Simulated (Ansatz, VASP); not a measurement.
**ZnS in VASP and in Ansatz**

POSCAR

```
ZnS
1.0
    0.0000000000      2.6671449732      2.7269439795
    2.6671449732      0.0000000000      2.7269439795
    2.6671449732      2.6671449732      0.0000000000
Zn S
1 1
Direct
    0.0000000000      0.0000000000      0.0000000000
    0.2500000000      0.2500000000      0.2500000000
```

Contents of INCAR.step1:

```
  PREC = Accurate
  ENCUT = 520
  ISMEAR = 0
  SIGMA = 0.01
  LREAL = F
  LASPH = T
  NELM = 80
  NBANDS = 16
  GGA = PE
  ALGO = Normal
  EDIFF = 1E-4
  LWAVE = T
  LCHARG = F
```

INCAR.step2

```
  PREC = Accurate
  ENCUT = 520
  EDIFF = 1E-6
  ISMEAR = 0
  SIGMA = 0.01
  LREAL = F
  LASPH = T
  NELM = 80
  ALGO = Normal
  ISIF = 2
  LWAVE = F
  LCHARG = F
  METAGGA = R2SCAN
  LMIXTAU = T
  NBANDS = 16
  ISTART = 1
```

File KPOINTS:

```
Automatic mesh
0
Gamma
  8 8 8
```

Input for Ansatz:

```yaml
crystal:
  lattice:
    - [0.0, 2.6671449732, 2.7269439795]
    - [2.6671449732, 0.0, 2.7269439795]
    - [2.6671449732, 2.6671449732, 0.0]
  atoms:
    - { symbol: Zn, position: [0.0, 0.0, 0.0] }
    - { symbol: S, position: [0.25, 0.25, 0.25] }
kpoints:
  mp_grid: { grid: [8, 8, 8] }
  band_path:
    path:
      - [0.0, 0.0, 0.0]
      - [-0.5, -0.5, 0.0]
      - [-0.375, -0.375, 0.25]
      - [-0.375, 0.0, 0.375]
      - [0.0, 0.0, 0.5]
      - [-0.5, -0.25, 0.25]
    npoints: 1
hamiltonian:
  xc: r2scan
scf:
  occupations: { method: fixed }
  n_extra_bands: 4
output:
  forces: true
  stress: true
  eigenvalues: true
  write_density: true
  write_potential: true
  elf: true
  volumetric_format: npy
```

Change from the starting cell: epitaxial_xy strain -1.0%.

Alike in both runs: task single point; functional r2SCAN; k mesh 8 × 8 × 8; no spin polarisation.

|  | VASP | Ansatz |
| --- | --- | --- |
| version | VASP 6.6.1 | Ansatz 0.2.0 |
| potentials or method | VASP PAW PBE potentials, release 64 (Zn, S) | plane waves, PAW |
| plane-wave cutoff (eV) | 520 | 500 |
| occupations | gaussian, width 0.01 eV | fixed |
| valence electrons in the cell | 18 | 18 |

VASP gave:

| Property | Result |
| --- | --- |
| gap on the k mesh at the Fermi level (eV) | 2.72 |
| pressure (GPa) | 0.7 |
| traceless stress, the component that is largest in VASP (GPa) | -0.62 |

Question: Which values does Ansatz return?

Answer: gap on the k mesh at the Fermi level (eV): 2.71; pressure (GPa): 0.7; traceless stress, the component that is largest in VASP (GPa): -0.67.

VASP's potentials were made for PBE, not for r2SCAN.
